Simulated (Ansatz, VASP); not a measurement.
One calculation of TaN, two programs

```xyz
6
Lattice="5.1208 0.0000 0.0000 -2.5604 4.4348 0.0000 0.0000 0.0000 2.8687" Properties=species:S:1:pos:R:3 pbc="T T T"
Ta    0.0000    0.0000    0.0000
Ta    0.0000    2.9565    1.4343
Ta    2.5604    1.4783    1.4343
N     2.5604    0.0000    0.0000
N     1.2802    2.2174    0.0000
N    -1.2802    2.2174    0.0000
```

Alike in both runs: task single point; functional PBEsol; k mesh 5 × 5 × 8; no spin polarisation.

|  | VASP | Ansatz |
| --- | --- | --- |
| version | VASP 6.6.1 | Ansatz 0.2.0 |
| potentials or method | VASP PAW PBE potentials, release 64 (Ta_sv_GW, N), cutoff 700 eV | plane waves, PAW |
| occupations | fermi-dirac, width 0.1 eV | fermi-dirac |
| valence electrons in the cell | 54 | 54 |

|  | VASP | Ansatz | Ansatz less VASP |
| --- | --- | --- | --- |
| pressure (GPa) | 15.6 | 15.4 | -0.23 |
| traceless stress, the component that is largest in VASP (GPa) | 3.25 | 3.08 | -0.170 |

VASP's potentials were made for PBE, not for PBEsol.

Neither program's run includes spin-orbit coupling.
